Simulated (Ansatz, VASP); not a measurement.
# One calculation of AlNi, two programs

```xyz
6
Lattice="2.8936 0.0000 0.0000 0.0000 4.0921 0.0000 0.0000 0.0000 20.0921" Properties=species:S:1:pos:R:3 pbc="T T T"
Ni    2.1702    1.0230    8.1103
Ni    2.1702    3.0691   10.0461
Ni    2.1702    1.0230   11.9818
Al    0.7234    3.0691    7.9204
Al    0.7234    1.0230   10.0460
Al    0.7234    3.0691   12.1717
```

Alike in both runs: functional PBE; k mesh 13 × 9 × 1; occupations fermi-dirac, width 0.1 eV; no spin polarisation.

Ansatz relaxed the structure, and its values are those at the end. VASP's run is a single point on that final structure, the one shown.

```csv
,VASP,Ansatz
version,VASP 6.6.1,Ansatz 0.2.0
potentials or method,"VASP PAW PBE potentials, release 64 (Ni, Al)","PAW with Ansatz's default frozen-core files, scalar-relativistic"
plane-wave cutoff (eV),520,420
valence electrons in the cell,39,63
```

```tsv
	VASP	Ansatz	Ansatz less VASP
rms of the force components (eV/Å)	0.005	0.001	-0.0039
```

VASP's potentials hold 39 valence electrons a cell and Ansatz's 63, so a difference there can come from the potentials and not from the codes. Ansatz's warnings: stress scf threshold loose.
